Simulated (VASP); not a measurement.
Here is a VASP 6.6.1 calculation.

Contents of INCAR:

```
SYSTEM = Te
PREC     = Accurate       ! precision mode
ENCUT    = 600            ! plane-wave cutoff, eV
EDIFF    = 1E-6           ! SCF threshold, eV
ISMEAR   = -1             ! smearing method
SIGMA    = 0.1            ! smearing width, eV
LREAL    = .FALSE.        ! projectors in reciprocal space
LASPH    = .TRUE.         ! aspherical terms in the spheres
NELM     = 80             ! most SCF steps
ALGO     = Normal         ! electronic algorithm
ISIF     = 3              ! what is computed and relaxed
LWAVE    = .FALSE.        ! write WAVECAR
LCHARG   = .FALSE.        ! write CHGCAR
GGA      = B5             ! functional
ALDAX    = 1.0          
AGGAX    = 1.0          
AGGAC    = 1.0          
ALDAC    = 0.0          
IBRION   = 2              ! ionic algorithm
NSW      = 80             ! ionic steps
EDIFFG   = -0.01          ! ionic threshold
```

KPOINTS

```
regular mesh
0
G
  10 10 10
  0 0 0
```

The input POSCAR:

```
Te
1.0
    3.1462212359      0.0000000000      0.0000000000
    0.0000000000      3.1462212359      0.0000000000
    0.0000000000      0.0000000000      3.1462212359
Te
1
Direct
    0.0000000000      0.0000000000      0.0000000000
```

Potentials or basis: VASP PAW PBE potentials, release 64 (Te).

Run with:

```console
$ cat potpaw_PBE.64/Te/POTCAR > POTCAR
$ mpirun -np 1 vasp_std > vasp.out
```

(1) Predict the relaxed cell.

(2) Predict the relaxed volume.

(3) Estimate the space group after relaxing (to 0.1 Å).

(4) Estimate the band gap on the k mesh.

Results:

(1) a = 3.297 Å, b = 3.297 Å, c = 3.297 Å, α = 90.00°, β = 90.00°, γ = 90.00°.

(2) 35.84 Å³/atom.

(3) Pm-3m (No. 221).

(4) zero (bands 3 and 4 overlap by 4.81 eV).

Caveat: the volume moved by over 15 % at a fixed basis, so the end points are rough; the PAW data sets were made with another functional, which shifts forces and pressure a little; spin-orbit coupling is left out, which moves the levels of the heavy elements.
